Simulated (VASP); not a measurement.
# F2CH2 in VASP: single point with PBE+D3(BJ)

Aim: the single point of F2CH2 with PBE+D3(BJ).

Program: VASP 6.6.1. These are calculated values, not measurements. Logs are shortened: lines on timing, memory, paths and dates and some standing lists are left out, and cuts for length are marked.

### Step 1. The cell of the first run

The cell holds a molecule in a box, 5 atoms: a = 6.460 Å, b = 6.779 Å, c = 25.618 Å, α = 90.00°, β = 90.00°, γ = 90.00°.

### Step 2. Single point, PBE+D3(BJ)

INCAR

```
PREC = Accurate
ENCUT = 520
EDIFF = 1E-7
ISMEAR = 0
SIGMA = 0.05
LREAL = F
LASPH = T
NELM = 60
ALGO = Normal
ISIF = 2
LWAVE = F
LCHARG = F
LDIPOL = T
IDIPOL = 3
DIPOL = 0.5 0.5 0.616
GGA = PE
IVDW = 12
NBANDS = 18
```

KPOINTS

```
regular mesh
0
Gamma
  3 2 1
```

POSCAR

```
H2CF2
1.0
    6.4600897544      0.0000000000      0.0000000000
    0.0000000000      6.7788694381      0.0000000000
    0.0000000000      0.0000000000     25.6176812915
F C H
2 1 2
Direct
    0.1492443807      0.9523183538      0.6109501425
    0.4844724886      0.9904970621      0.5912825930
    0.3405433214      0.8709423433      0.6181935164
    0.3494316771      0.7227474724      0.6010856319
    0.3821750208      0.8818361882      0.6596117701
```

Potentials or basis: VASP PAW PBE potentials, release 64 (F, C, H).

Started as:

```
$ cat potpaw_PBE.64/F/POTCAR potpaw_PBE.64/C/POTCAR potpaw_PBE.64/H/POTCAR > POTCAR
$ mpirun -np 1 vasp_std > vasp.out
```

OUTCAR:

```text
PREC = Accurate
   ENCUT = 520
   EDIFF = 1E-7
   ISMEAR = 0
   LREAL = F
   LASPH = T
   NELM = 60
   ISIF = 2
   GGA = PE
   IVDW = 12
 IVDW          = 12

 ion  position               nearest neighbor table
   1  0.149  0.952  0.611-   3 1.37
   2  0.484  0.990  0.591-   3 1.41
   3  0.341  0.871  0.618-   5 1.10   4 1.10   1 1.37   2 1.41
   4  0.349  0.723  0.601-   3 1.10
   5  0.382  0.882  0.660-   3 1.10

  LATTYP: Found a simple orthorhombic cell.
 ALAT       =     6.4600897544
 B/A-ratio  =     1.0493460147
 C/A-ratio  =     3.9655302427

  Lattice vectors:

 A1 = (   6.4600897544,   0.0000000000,   0.0000000000)
 A2 = (   0.0000000000,   6.7788694381,   0.0000000000)
 A3 = (   0.0000000000,   0.0000000000,  25.6176812915)

Analysis of symmetry for initial positions (statically):
=====================================================================
 Subroutine PRICEL returns:
 Original cell was already a primitive cell.

 Routine SETGRP: Setting up the symmetry group for a
 simple orthorhombic supercell.

 Subroutine GETGRP returns: Found  1 space group operations
 (whereof  1 operations were pure point group operations)
 out of a pool of  8 trial point group operations.

The static configuration has the point symmetry C_1 .

Analysis of symmetry for dynamics (positions and initial velocities):
=====================================================================
 Subroutine PRICEL returns:
 Original cell was already a primitive cell.

 Routine SETGRP: Setting up the symmetry group for a
 simple orthorhombic supercell.

 Subroutine GETGRP returns: Found  1 space group operations
 (whereof  1 operations were pure point group operations)
 out of a pool of  8 trial point group operations.

The dynamic configuration has the point symmetry C_1 .

 Subroutine INISYM returns: Found  1 space group operations
 (whereof  1 operations are pure point group operations),
 and found     1 'primitive' translations

----------------------------------------------------------------------------------------

                                     Primitive cell

  volume of cell :    1121.8522

  direct lattice vectors                    reciprocal lattice vectors
     6.460089754  0.000000000  0.000000000     0.154796611  0.000000000  0.000000000
     0.000000000  6.778869438  0.000000000     0.000000000  0.147517224  0.000000000
     0.000000000  0.000000000 25.617681291     0.000000000  0.000000000  0.039035539

  length of vectors
     6.460089754  6.778869438 25.617681291     0.154796611  0.147517224  0.039035539

  position of ions in fractional coordinates (direct lattice)
     0.149244381  0.952318354  0.610950143
     0.484472489  0.990497062  0.591282593
     0.340543321  0.870942343  0.618193516
     0.349431677  0.722747472  0.601085632
     0.382175021  0.881836188  0.659611770

  ion indices of the primitive-cell ions
   primitive index   ion index
                 1           1
                 2           2
                 3           3
                 4           4
                 5           5

----------------------------------------------------------------------------------------

 KPOINTS: regular mesh

Automatic generation of k-mesh.
 Grid dimensions read from file:
 generate k-points for:    3    2    1

 Generating k-lattice:

  Cartesian coordinates                     Fractional coordinates (reciprocal lattice)
     0.051598870  0.000000000  0.000000000     0.333333333  0.000000000  0.000000000
     0.000000000  0.073758612  0.000000000     0.000000000  0.500000000  0.000000000
     0.000000000  0.000000000  0.039035539     0.000000000  0.000000000  1.000000000

  Length of vectors
     0.051598870  0.073758612  0.039035539

  Shift w.r.t. Gamma in fractional coordinates (k-lattice)
     0.000000000  0.000000000  0.000000000

 Subroutine IBZKPT returns following result:
 ===========================================

 Found      4 irreducible k-points:

 Following reciprocal coordinates:
            Coordinates               Weight
  0.000000  0.000000  0.000000      1.000000
  0.333333  0.000000  0.000000      2.000000
  0.000000  0.500000  0.000000      1.000000
  0.333333  0.500000  0.000000      2.000000
   k-points           NKPTS =      4   k-points in BZ     NKDIM =      4   number of bands    NBANDS=     18
   number of dos      NEDOS =    301   number of ions     NIONS =      5
   total plane-waves  NPLWV = 460800
   dimension x,y,z NGX =    48 NGY =   50 NGZ =  192
   dimension x,y,z NGXF=    96 NGYF=  100 NGZF=  384
   ions per type =               2   1   2
   NGX,Y,Z   is equivalent  to a cutoff of  12.35, 12.26, 12.46 a.u.
   NGXF,Y,Z  is equivalent  to a cutoff of  24.70, 24.52, 24.92 a.u.
 SYSTEM =  unknown system
   PREC   = accura    normal or accurate (medium, high low for compatibility)
   ISTART =      0    job   : 0-new  1-cont  2-samecut
   ICHARG =      2    charge: 1-file 2-atom 10-const
   ISPIN  =      1    spin polarized calculation?
   LNONCOLLINEAR =      F non collinear calculations
   LSORBIT =      F    spin-orbit coupling
   LASPH  =      T    aspherical Exc in radial PAW
   ENCUT  =  520.0 eV  38.22 Ry    6.18 a.u.  12.01 12.60 47.63*2*pi/ulx,y,z
   NELM   =     60;   NELMIN=  2; NELMDL= -5     # of ELM steps
   EDIFF  = 0.1E-06   stopping-criterion for ELM
   LREAL  =      F    real-space projection
   EDIFFG = 0.1E-05   stopping-criterion for IOM
   NSW    =      0    number of steps for IOM
   IBRION =     -1    ionic relax: 0-MD 1-quasi-New 2-CG
   NFREE  =      0    steps in history (QN), initial steepest desc. (CG)
   ISIF   =      2    stress and relaxation
   ISYM   =      2    0-nonsym 1-usesym 2-fastsym
   POTIM  = 0.5000    time-step for ionic-motion
   TEBEG  =    0.0;   TEEND  =   0.0 temperature during run
   PSTRESS=    0.0 pullay stress
   NELECT =      20.0000    total number of electrons
   NUPDOWN=      -1.0000    fix difference up-down
   EMIN   =  10.00;   EMAX   =-10.00  energy-range for DOS
   EFERMI =   0.00;   METHOD = LEGACY
   ISMEAR =     0;   SIGMA  =   0.05  broadening in eV -4-tet -1-fermi 0-gaus
   EFERMI_NEDOS =   21; number of points for ismear=-14 and -15
   IALGO  =     38    algorithm
   IMIX   =      4    mixing-type and parameters
     AMIX     =   0.40;   BMIX     =  1.00
     AMIX_MAG =   1.60;   BMIX_MAG =  1.00
  volume/ion in A,a.u.               =     224.37      1514.13
  Fermi-wavevector in a.u.,A,eV,Ry     =   0.427668  0.808174  2.488499  0.182900
  Thomas-Fermi vector in A             =   1.394463
   LORBIT       =      0    0 simple, 1 ext, 2 COOP (PROOUT), +10 PAW based schemes
   GGA     = PE    functional components
   LHFCALC =     F    Hartree Fock is set to
   AEXX    =    0.0000 exact exchange contribution
   IVDW    =    12    specifies the selected vdW correction
   LEPSILON=     F    determine dielectric tensor
   LRPA    =     F    only Hartree local field effects (RPA)
 non-spin polarized calculation
 Gauss-broadening in eV      SIGMA  =   0.05
  energy-cutoff  :      520.00
  volume of cell :     1121.85
 maximum number of plane-waves:     30208
   NGX = 25   NGY = 25   NGZ = 95

 number of electron      20.0000003 magnetization

 dipolmoment           0.000000      0.000000     -0.208982 electrons x Angstroem

 Free energy of the ion-electron system (eV)
  ---------------------------------------------------
  ext. energy  EPLUGINS =         0.00000000
  ---------------------------------------------------
  free energy    TOTEN  =       -24.37882089 eV

  energy without entropy =      -24.37882089  energy(sigma->0) =      -24.37882089

 E-fermi :  -7.7654     XC(G=0):  -0.6948

 val. band max:       -8.0087591230   @ k =   0.3333   0.5000   0.0000
 cond. band min:      -0.7659534203   @ k =   0.0000   0.0000   0.0000
 fundamental gap:      7.2428057026
 Fermi energy:        -7.7654187949

 k-point     1 :       0.0000    0.0000    0.0000
  band No.  band energies     occupation
      1     -31.0937      2.00000
      2     -29.5172      2.00000
      3     -17.3156      2.00000
      4     -13.1122      2.00000
      5     -13.0978      2.00000
      6     -12.8223      2.00000
[... 10 lines left out ...]
     17       1.2941      0.00000
     18       1.7881      0.00000

 k-point     2 :       0.3333    0.0000    0.0000
  band No.  band energies     occupation
      1     -31.0934      2.00000
      2     -29.5177      2.00000
      3     -17.3139      2.00000
      4     -13.1116      2.00000
      5     -13.0928      2.00000
      6     -12.8230      2.00000
[... 10 lines left out ...]
     17       1.4093      0.00000
     18       1.4774      0.00000

 k-point     3 :       0.0000    0.5000    0.0000
  band No.  band energies     occupation
      1     -31.0936      2.00000
      2     -29.5172      2.00000
      3     -17.3159      2.00000
      4     -13.1138      2.00000
      5     -13.0977      2.00000
      6     -12.8222      2.00000
[... 10 lines left out ...]
     17       1.1336      0.00000
     18       1.5350      0.00000

 k-point     4 :       0.3333    0.5000    0.0000
  band No.  band energies     occupation
      1     -31.0934      2.00000
      2     -29.5177      2.00000
      3     -17.3142      2.00000
      4     -13.1131      2.00000
      5     -13.0928      2.00000
      6     -12.8229      2.00000
[... 10 lines left out ...]
     17       1.5413      0.00000
     18       1.6471      0.00000

------------------------ aborting loop because EDIFF is reached ----------------------------------------

 vacuum level on the upper side and lower side of the slab       (xc-potential included)        -0.428         0.418

 Edisp (eV)   -0.04306

 E8    (eV) :    -0.0108

  FORCE on cell =-STRESS in cart. coord.  units (eV):
  Direction    XX          YY          ZZ          XY          YZ          ZX
  --------------------------------------------------------------------------------------
  -------------------------------------------------------------------------------------
  Total      -0.17466    -0.58544    -0.21395    -0.33281     0.13925     0.32443
  in kB      -0.24944    -0.83609    -0.30556    -0.47531     0.19888     0.46333
  external pressure =       -0.46 kB  Pullay stress =        0.00 kB

 VOLUME and BASIS-vectors are now :
 -----------------------------------------------------------------------------
  energy-cutoff  :      520.00
  volume of cell :     1121.85
      direct lattice vectors                 reciprocal lattice vectors
     6.460089754  0.000000000  0.000000000     0.154796611  0.000000000  0.000000000
     0.000000000  6.778869438  0.000000000     0.000000000  0.147517224  0.000000000
     0.000000000  0.000000000 25.617681291     0.000000000  0.000000000  0.039035539

 POSITION                                       TOTAL-FORCE (eV/Angst)
 -----------------------------------------------------------------------------------
      0.96413      6.45564     15.65113        -0.291577     -0.107981     -0.029181
      3.12974      6.71445     15.14729        -0.403798     -0.439337      0.266852
      2.19994      5.90400     15.83668         0.927539      0.753576     -0.352391
      2.25736      4.89941     15.39842        -0.158869     -0.024201      0.019677
      2.46888      5.97785     16.89772        -0.073295     -0.182056      0.095044
 -----------------------------------------------------------------------------------
    total drift:                                0.001096      0.000741     -0.000445

  FREE ENERGIE OF THE ION-ELECTRON SYSTEM (eV)
  ---------------------------------------------------
  free  energy   TOTEN  =       -24.4218832149 eV

  energy  without entropy=      -24.4218832149  energy(sigma->0) =      -24.42188321

 vacuum level on the upper side and lower side of the slab        -0.263         0.629
```

It took 2.1 min on 1 thread of Intel Xeon Platinum 8488C (Sapphire Rapids), shared host; peak memory 0.9 GiB.

What came out:

| Item | Value |
| --- | --- |
| Free energy | -24.4219 eV |
| Largest force | 1.246 eV/Å |
| Gap between the frontier levels | 7.24 eV, indirect (least direct gap 7.25 eV) |
| Dispersion energy per atom | -0.009 eV |

Forces in eV/Å, atoms in the order of the input:
```
F   -0.292 -0.108 -0.029
F   -0.404 -0.439  0.267
C    0.928  0.754 -0.352
H   -0.159 -0.024  0.020
H   -0.073 -0.182  0.095
```

Caveat: the k points lie up to 0.46 Å⁻¹ apart.
